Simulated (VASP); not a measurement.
# SiB4W (F-43m) in VASP: notebook

The runs below take SiB4W through relaxation of cell and atoms, single point, with PBE.

All numbers are computed with VASP 6.6.1; they aren't measurements. Logs are shortened: lines on timing, memory, paths and dates and some standing lists are left out, and cuts for length are marked.

## Step 1: The cell of the first run

It takes space group F-43m (No. 216, cubic). Conventional cell: a = 6.378 Å, b = 6.378 Å, c = 6.378 Å, α = 90.00°, β = 90.00°, γ = 90.00°. Within 3.4 Å of Si (site symmetry -43m) lie 12 B at 2.60 Å and 6 W at 3.19 Å. Within 2.0 Å of B (site symmetry 3m) lie 3 B at 1.41 Å and 1 W at 1.90 Å. Within 2.5 Å of W (site symmetry -43m) lie 4 B at 1.90 Å.

The cell was generated, and may not be a known phase.

## Step 2: Relaxation of cell and atoms, PBE

Contents of INCAR:

```
SYSTEM = SiB4W
PREC     = Accurate       ! precision mode
ENCUT    = 600            ! plane-wave cutoff, eV
EDIFF    = 1E-6           ! SCF threshold, eV
ISMEAR   = 0              ! smearing method
SIGMA    = 0.1            ! smearing width, eV
LREAL    = .FALSE.        ! projectors in reciprocal space
LASPH    = .TRUE.         ! aspherical terms in the spheres
NELM     = 100            ! most SCF steps
ALGO     = Normal         ! electronic algorithm
ISIF     = 3              ! what is computed and relaxed
LWAVE    = .FALSE.        ! write WAVECAR
LCHARG   = .FALSE.        ! write CHGCAR
GGA      = PE             ! functional
IBRION   = 2              ! ionic algorithm
NSW      = 90             ! ionic steps
EDIFFG   = -0.04          ! ionic threshold
```

Contents of KPOINTS:

```
Automatic mesh
0
G
  6 6 6
  0 0 0
```

Contents of POSCAR:

```
SiB4W
1.0
    0.0000000000      3.1890874800      3.1890874800
    3.1890874800      0.0000000000      3.1890874800
    3.1890874800      3.1890874800      0.0000000000
Si B W
1 4 1
Direct
    0.7500000000      0.7500000000      0.7500000000
    0.0779630400      0.0779630400      0.0779630400
    0.0779630400      0.0779630400      0.7661108900
    0.0779630400      0.7661108900      0.0779630400
    0.7661108900      0.0779630400      0.0779630400
    0.2500000000      0.2500000000      0.2500000000
```

Potentials or basis: VASP PAW PBE potentials, release 64 (Si, B, W_sv).

Command:

```console
> cat potpaw_PBE.64/Si/POTCAR potpaw_PBE.64/B/POTCAR potpaw_PBE.64/W_sv/POTCAR > POTCAR
> mpirun -np 1 vasp_std > vasp.out
```

OUTCAR:

```text
SYSTEM = SiB4W
   PREC = Accurate
   ENCUT = 600
   EDIFF = 1E-6
   ISMEAR = 0
   LREAL = .FALSE.
   LASPH = .TRUE.
   NELM = 100
   ISIF = 3
   GGA = PE
   IBRION = 2
   NSW = 90
   EDIFFG = -0.04

 ion  position               nearest neighbor table
   1  0.750  0.750  0.750-   4 2.60   5 2.60   3 2.60   5 2.60   3 2.60   4 2.60   2 2.60   2 2.60
                             2 2.60   3 2.60   4 2.60   5 2.60   6 3.19   6 3.19   6 3.19   6 3.19
   2  0.078  0.078  0.078-   3 1.41   4 1.41   5 1.41   6 1.90   1 2.60   1 2.60   1 2.60
   3  0.078  0.078  0.766-   2 1.41   4 1.41   5 1.41   6 1.90   1 2.60   1 2.60   1 2.60
   4  0.078  0.766  0.078-   2 1.41   3 1.41   5 1.41   6 1.90   1 2.60   1 2.60   1 2.60
   5  0.766  0.078  0.078-   2 1.41   3 1.41   4 1.41   6 1.90   1 2.60   1 2.60   1 2.60
   6  0.250  0.250  0.250-   2 1.90   4 1.90   3 1.90   5 1.90   1 3.19   1 3.19   1 3.19   1 3.19
                             1 3.19   1 3.19

  LATTYP: Found a face centered cubic cell.
 ALAT       =     6.3781749600

  Lattice vectors:

 A1 = (   0.0000000000,   3.1890874800,   3.1890874800)
 A2 = (   3.1890874800,   0.0000000000,   3.1890874800)
 A3 = (   3.1890874800,   3.1890874800,   0.0000000000)

Analysis of symmetry for initial positions (statically):
=====================================================================
 Subroutine PRICEL returns:
 Original cell was already a primitive cell.

 Routine SETGRP: Setting up the symmetry group for a
 face centered cubic supercell.

 Subroutine GETGRP returns: Found 24 space group operations
 (whereof 24 operations were pure point group operations)
 out of a pool of 48 trial point group operations.

The static configuration has the point symmetry T_d .

Analysis of symmetry for dynamics (positions and initial velocities):
=====================================================================
 Subroutine PRICEL returns:
 Original cell was already a primitive cell.

 Routine SETGRP: Setting up the symmetry group for a
 face centered cubic supercell.

 Subroutine GETGRP returns: Found 24 space group operations
 (whereof 24 operations were pure point group operations)
 out of a pool of 48 trial point group operations.

The dynamic configuration has the point symmetry T_d .

 Subroutine INISYM returns: Found 24 space group operations
 (whereof 24 operations are pure point group operations),
 and found     1 'primitive' translations

----------------------------------------------------------------------------------------

                                     Primitive cell

  volume of cell :      64.8678

  direct lattice vectors                    reciprocal lattice vectors
     0.000000000  3.189087480  3.189087480    -0.156784661  0.156784661  0.156784661
     3.189087480  0.000000000  3.189087480     0.156784661 -0.156784661  0.156784661
     3.189087480  3.189087480  0.000000000     0.156784661  0.156784661 -0.156784661

  length of vectors
     4.510050766  4.510050766  4.510050766     0.271558999  0.271558999  0.271558999

  position of ions in fractional coordinates (direct lattice)
     0.750000000  0.750000000  0.750000000
     0.077963040  0.077963040  0.077963040
     0.077963040  0.077963040  0.766110890
     0.077963040  0.766110890  0.077963040
     0.766110890  0.077963040  0.077963040
     0.250000000  0.250000000  0.250000000

  ion indices of the primitive-cell ions
   primitive index   ion index
                 1           1
                 2           2
                 3           3
                 4           4
                 5           5
                 6           6

----------------------------------------------------------------------------------------

 KPOINTS: Automatic mesh

Automatic generation of k-mesh.
 Grid dimensions read from file:
 generate k-points for:    6    6    6

 Generating k-lattice:

  Cartesian coordinates                     Fractional coordinates (reciprocal lattice)
    -0.026130777  0.026130777  0.026130777     0.166666667  0.000000000  0.000000000
     0.026130777 -0.026130777  0.026130777     0.000000000  0.166666667  0.000000000
     0.026130777  0.026130777 -0.026130777     0.000000000  0.000000000  0.166666667

  Length of vectors
     0.045259833  0.045259833  0.045259833

  Shift w.r.t. Gamma in fractional coordinates (k-lattice)
     0.000000000  0.000000000  0.000000000

 Subroutine IBZKPT returns following result:
 ===========================================

 Found     16 irreducible k-points:

 Following reciprocal coordinates:
            Coordinates               Weight
  0.000000  0.000000  0.000000      1.000000
  0.166667  0.000000  0.000000      8.000000
  0.333333  0.000000  0.000000      8.000000
  0.500000  0.000000  0.000000      4.000000
  0.166667  0.166667  0.000000      6.000000
  0.333333  0.166667  0.000000     24.000000
[... 8 lines left out ...]
 -0.333333  0.333333  0.166667     24.000000
[... 28 lines left out ...]
   TEBEG  =    0.0;   TEEND  =   0.0 temperature during run
   PSTRESS=    0.0 pullay stress
   NELECT =      30.0000    total number of electrons
   NUPDOWN=      -1.0000    fix difference up-down
   EMIN   =  10.00;   EMAX   =-10.00  energy-range for DOS
   EFERMI =   0.00;   METHOD = LEGACY
   ISMEAR =     0;   SIGMA  =   0.10  broadening in eV -4-tet -1-fermi 0-gaus
   EFERMI_NEDOS =   21; number of points for ismear=-14 and -15
   IALGO  =     38    algorithm
   IMIX   =      4    mixing-type and parameters
     AMIX     =   0.40;   BMIX     =  1.00
     AMIX_MAG =   1.60;   BMIX_MAG =  1.00
  volume/ion in A,a.u.               =      10.81        72.96
  Fermi-wavevector in a.u.,A,eV,Ry     =   1.266015  2.392421 21.807333  1.602794
  Thomas-Fermi vector in A             =   2.399238
   LORBIT       =      0    0 simple, 1 ext, 2 COOP (PROOUT), +10 PAW based schemes
   GGA     = PE    functional components
   LHFCALC =     F    Hartree Fock is set to
   AEXX    =    0.0000 exact exchange contribution
   IVDW    =     0    specifies the selected vdW correction
   LEPSILON=     F    determine dielectric tensor
   LRPA    =     F    only Hartree local field effects (RPA)
 conjugate gradient relaxation of ions
 non-spin polarized calculation
 Gauss-broadening in eV      SIGMA  =   0.10
  energy-cutoff  :      600.00
  volume of cell :       64.87
 maximum number of plane-waves:      2200
   NGX = 17   NGY = 17   NGZ = 17

--------------------------------------- Ionic step        1  -------------------------------------------

 number of electron      30.0000001 magnetization

 Free energy of the ion-electron system (eV)
  ---------------------------------------------------
  ext. energy  EPLUGINS =         0.00000000
  ---------------------------------------------------
  free energy    TOTEN  =       -30.97159868 eV

  energy without entropy =      -30.96192368  energy(sigma->0) =      -30.96676118

------------------------ aborting loop because EDIFF is reached ----------------------------------------

  FORCE on cell =-STRESS in cart. coord.  units (eV):
  Direction    XX          YY          ZZ          XY          YZ          ZX
  --------------------------------------------------------------------------------------
  -------------------------------------------------------------------------------------
  Total       34.1041786     34.1041786     34.1041786      0.0000000      0.0000000      0.0000000
  in kB      842.3428290    842.3428290    842.3428290      0.0000000      0.0000000      0.0000000
  external PRESSURE =     842.3428290 kB  Pullay stress =       0.0000000 kB
[... 101 lines left out ...]
  FREE ENERGIE OF THE ION-ELECTRON SYSTEM (eV)
  ---------------------------------------------------
  free  energy   TOTEN  =       -25.0392911461 eV

  energy  without entropy=      -25.0376858158  energy(sigma->0) =      -25.03848848

 E-fermi :   5.3980     XC(G=0): -10.6436

 val. band max:        5.3553969521   @ k =   0.3333   0.1667   0.0000
 cond. band min:       5.4146985589   @ k =  -0.3333   0.3333   0.1667
 fundamental gap:      0.0593016068
 Fermi energy:         5.3980345519

 k-point     1 :       0.0000    0.0000    0.0000
  band No.  band energies     occupation
      1     -66.4493      2.00000
      2     -31.1833      2.00000
      3     -31.1833      2.00000
      4     -31.1833      2.00000
      5      -7.9091      2.00000
      6      -1.4860      2.00000
[... 329 lines left out ...]
      6      -3.3435      2.00000
[... 11 lines left out ...]
     18       8.1332      0.00000
     19       9.3871      0.00000

 E-fermi :   3.1884     XC(G=0):  -9.4502

 val. band max:        3.0477494571   @ k =  -0.3333   0.5000   0.1667
 cond. band min:       3.1949413003   @ k =  -0.3333   0.3333   0.0000
 fundamental gap:      0.1471918433
 Fermi energy:         3.1883906637

 k-point     1 :       0.0000    0.0000    0.0000
  band No.  band energies     occupation
      1     -69.9835      2.00000
      2     -34.2775      2.00000
      3     -34.2775      2.00000
      4     -34.2775      2.00000
      5      -8.9285      2.00000
      6      -3.5433      2.00000
[... 329 lines left out ...]
      6      -4.5540      2.00000
[... 11 lines left out ...]
     18       5.4151      0.00000
     19       5.8178      0.00000

[... ionic steps 4 to 12 ...]

--------------------------------------- Ionic step       13  -------------------------------------------

 number of electron      29.9999996 magnetization

------------------------ aborting loop because EDIFF is reached ----------------------------------------
[... 75 lines left out ...]
--------------------------------------- Ionic step       15  -------------------------------------------

 number of electron      29.9999999 magnetization

 Free energy of the ion-electron system (eV)
  ---------------------------------------------------
  ext. energy  EPLUGINS =         0.00000000
  ---------------------------------------------------
  free energy    TOTEN  =       -37.94808434 eV

  energy without entropy =      -37.93740803  energy(sigma->0) =      -37.94274618

 E-fermi :   3.5826     XC(G=0):  -9.6437

 val. band max:        3.4664423522   @ k =  -0.3333   0.5000   0.1667
 cond. band min:       3.5958892984   @ k =  -0.3333   0.3333   0.0000
 fundamental gap:      0.1294469462
 Fermi energy:         3.5826165848

 k-point     1 :       0.0000    0.0000    0.0000
  band No.  band energies     occupation
      1     -69.6036      2.00000
      2     -33.8989      2.00000
      3     -33.8989      2.00000
      4     -33.8989      2.00000
      5      -9.2704      2.00000
      6      -3.4931      2.00000
[... 374 lines left out ...]
  FREE ENERGIE OF THE ION-ELECTRON SYSTEM (eV)
  ---------------------------------------------------
  free  energy   TOTEN  =       -37.9480843395 eV

  energy  without entropy=      -37.9374080286  energy(sigma->0) =      -37.94274618

 reached required accuracy - stopping structural energy minimisation
```

Run time: 8.8 min. Hardware: 1 thread of AMD EPYC 7R13, shared host; peak memory 0.23 GiB.

Results:

* Free energy: -37.9481 eV
* Relaxed volume: 15.51 Å³/atom
* Relaxed cell: a = 5.087 Å, b = 5.087 Å, c = 5.087 Å, α = 60.00°, β = 60.00°, γ = 60.00°
* Space group after relaxing (to 0.1 Å): F-43m (No. 216)
* Pressure after relaxing: 0.0 GPa
* Largest force after relaxing: 0.021 eV/Å
* Band gap on the k mesh: 0.04 eV

Forces on the atoms (eV/Å):
```
Si   0.000  0.000  0.000
B    0.012  0.012  0.012
B   -0.012 -0.012  0.012
B   -0.012  0.012 -0.012
B    0.012 -0.012 -0.012
W    0.000  0.000  0.000
```

Final structure:
```xyz
6
Lattice="0.0000 3.5969 3.5969 3.5969 0.0000 3.5969 3.5969 3.5969 0.0000" Properties=species:S:1:pos:R:3 pbc="T T T"
Si    5.3953    5.3953    5.3953
B     0.6093    0.6093    0.6093
B     2.9876    2.9876    0.6093
B     2.9876    0.6093    2.9876
B     0.6093    2.9876    2.9876
W     1.7984    1.7984    1.7984
```

Levels at points of the mesh, in eV from the valence-band top:
```
           k point  band 13  band 14  band 15  band 16  band 17  band 18
(0.00, 0.00, 0.00)    -2.03    -1.91    -1.91     1.87     1.87     1.87
(0.50, 0.00, 0.00)    -1.35    -0.99    -0.99     1.39     1.39     2.41
(0.50, 0.50, 0.00)    -1.95    -1.42    -0.48     1.28     1.82     1.96
```

Caveat: the volume moved by over 15 % at a fixed basis, so the end points are rough; the smearing spreads over this small gap; spin-orbit coupling is left out, which moves the levels of the heavy elements. A k mesh can miss the band edges.

## Step 3: Single point, PBE

This run uses another cell than the first one, of 15.49 Å³/atom.

Contents of INCAR:

```
PREC     = Accurate       # precision mode
ENCUT    = 520            # plane-wave cutoff, eV
EDIFF    = 1E-6           # SCF threshold, eV
ISMEAR   = 0              # smearing method
SIGMA    = 0.1            # smearing width, eV
LREAL    = F              # projectors in reciprocal space
LASPH    = T              # aspherical terms in the spheres
NELM     = 80             # most SCF steps
ALGO     = Normal         # electronic algorithm
ISIF     = 2              # what is computed and relaxed
LWAVE    = F              # write WAVECAR
LCHARG   = T              # write CHGCAR
GGA      = PE             # functional
LELF     = T              # ELF
LVHAR    = T            
NBANDS   = 24             # bands
```

Contents of KPOINTS:

```
Automatic mesh
0
Gamma
  10 10 10
```

Contents of POSCAR:

```
SiB4W
1.0
    0.0000000000      3.5953300611      3.5953300611
    3.5953300611      0.0000000000      3.5953300611
    3.5953300611      3.5953300611      0.0000000000
Si B W
1 4 1
Direct
    0.2500000000      0.2500000000      0.2500000000
    0.9152584980      0.2542245060      0.9152584980
    0.9152584980      0.9152584980      0.9152584980
    0.2542245060      0.9152584980      0.9152584980
    0.9152584980      0.9152584980      0.2542245060
    0.7500000000      0.7500000000      0.7500000000
```

Potentials or basis: VASP PAW PBE potentials, release 64 (Si, B, W_sv).

Command:

```console
> cat potpaw_PBE.64/Si/POTCAR potpaw_PBE.64/B/POTCAR potpaw_PBE.64/W_sv/POTCAR > POTCAR
> mpirun -np 1 vasp_std > vasp.out
```

Run time: 3.7 min. Hardware: 1 thread of AMD EPYC 7R13, shared host; peak memory 0.3 GiB.

It converged, with:

```yaml
Free_energy: -37.9709 eV
Pressure: 0.0 GPa
Largest_force: 0.007 eV/Å
Band_gap_on_the_k_mesh: 0.02 eV (least direct gap 0.07 eV)
```

Forces in eV/Å, atoms in the order of the input:
```
Si   0.000  0.000  0.000
B   -0.004  0.004 -0.004
B    0.004  0.004  0.004
B    0.004 -0.004 -0.004
B   -0.004 -0.004  0.004
W    0.000  0.000  0.000
```

Levels at points of the mesh, in eV from the valence-band top:
| k point | band 11 | band 12 | band 13 | band 14 | band 15 | band 16 | band 17 | band 18 | band 19 | band 20 |
| --- | --- | --- | --- | --- | --- | --- | --- | --- | --- | --- |
| (0.00, 0.00, 0.00) | -2.02 | -2.02 | -2.02 | -1.91 | -1.91 | 1.88 | 1.88 | 1.88 | 3.52 | 3.52 |
| (0.50, 0.00, 0.00) | -2.25 | -2.25 | -1.34 | -0.99 | -0.99 | 1.39 | 1.39 | 2.42 | 2.84 | 2.86 |
| (0.50, 0.50, 0.00) | -2.54 | -1.95 | -1.95 | -1.41 | -0.48 | 1.29 | 1.82 | 1.97 | 1.97 | 3.68 |

Caveat: the smearing spreads over this small gap; spin-orbit coupling is left out, which moves the levels of the heavy elements. A k mesh can miss the band edges.

## Step 4: Relaxation of cell and atoms, PBE

This run uses another cell than the first one, of 15.50 Å³/atom.

Contents of INCAR:

```
SYSTEM = SiB4W
ALGO = Normal ; EDIFF = 1E-6
EDIFFG = -0.01 ; ENCUT = 600
GGA = PE ; IBRION = 2
ISIF = 3 ; ISMEAR = 0
LASPH = .True. ; LCHARG = .False.
LREAL = .False. ; LWAVE = .False.
NELM = 60 ; NSW = 100
PREC = Accurate ; SIGMA = 0.1
```

Contents of KPOINTS:

```
k-points
0
Gamma
  10 10 10
  0 0 0
```

Contents of POSCAR:

```
SiB4W
1.0
    0.0000000000      3.5961899406      3.5961899406
    3.5961899406      0.0000000000      3.5961899406
    3.5961899406      3.5961899406      0.0000000000
Si B W
1 4 1
Direct
    0.2500000000      0.2500000000      0.2500000000
    0.9152684549      0.2541946353      0.9152684549
    0.9152684549      0.9152684549      0.9152684549
    0.2541946353      0.9152684549      0.9152684549
    0.9152684549      0.9152684549      0.2541946353
    0.7500000000      0.7500000000      0.7500000000
```

Command:

```console
> cat potpaw_PBE.64/Si/POTCAR potpaw_PBE.64/B/POTCAR potpaw_PBE.64/W_sv/POTCAR > POTCAR
> mpirun -np 1 vasp_std > vasp.out
```

It took 4 min on 1 thread of AMD EPYC 7R13, shared host; peak memory 0.33 GiB.

It converged, with:

* Free energy: -37.9741 eV
* Pressure after relaxing: 0.0 GPa
* Band gap on the k mesh: 0.02 eV (least direct gap 0.07 eV)

Forces on the atoms (eV/Å):
```
Si   0.000  0.000  0.000
B   -0.002  0.002 -0.002
B    0.002  0.002  0.002
B    0.002 -0.002 -0.002
B   -0.002 -0.002  0.002
W    0.000  0.000  0.000
```

Final structure:
```
Si B W
1.0
     0.00000    3.59619    3.59619
     3.59619    0.00000    3.59619
     3.59619    3.59619    0.00000
Si B W
1 4 1
Direct
  0.25000 0.25000 0.25000
  0.91527 0.25419 0.91527
  0.91527 0.91527 0.91527
  0.25419 0.91527 0.91527
  0.91527 0.91527 0.25419
  0.75000 0.75000 0.75000
```

Levels at points of the mesh, in eV from the valence-band top:
```
           k point  band 11  band 12  band 13  band 14  band 15  band 16  band 17  band 18  band 19
(0.00, 0.00, 0.00)    -2.02    -2.02    -2.02    -1.91    -1.91     1.87     1.87     1.87     3.51
(0.50, 0.00, 0.00)    -2.24    -2.24    -1.34    -0.99    -0.99     1.39     1.39     2.41     2.84
(0.50, 0.50, 0.00)    -2.54    -1.95    -1.95    -1.41    -0.48     1.29     1.82     1.97     1.97
```

Caveat: the smearing spreads over this small gap; spin-orbit coupling is left out, which moves the levels of the heavy elements. A k mesh can miss the band edges.

## Step 5: Summary

```csv
task,cell,k mesh,cutoff (eV),gap on the mesh (eV),pressure (GPa),relaxed volume (Å³/atom),largest force (eV/Å)
relaxation of cell and atoms,"relaxed from a = 4.510 Å, angles 60.0°, 6 atoms, atomic positions A",6 × 6 × 6,600,0.04,0.0,15.51,0.02
single point,"a = 5.085 Å, angles 60.0°, 6 atoms, atomic positions B",10 × 10 × 10,520,0.02,0.0,-,0.01
relaxation of cell and atoms,"relaxed from a = 5.086 Å, angles 60.0°, 6 atoms, atomic positions B",10 × 10 × 10,600,0.02,0.0,15.50,-
```

Alike in all rows: level PBE; potentials or basis VASP PAW PBE potentials, release 64 (Si, B, W_sv); no spin polarisation; smearing gaussian 0.1 eV.

Caveats: the smearing spreads over this small gap; spin-orbit coupling is left out, which moves the levels of the heavy elements; the volume moved by over 15 % at a fixed basis, so the end points are rough (at least some runs).

Total energies depend on the potentials used, so only differences within one code and one set of settings carry meaning.

The gap in the log of VASP goes by the Fermi energy; the results here count the filled bands.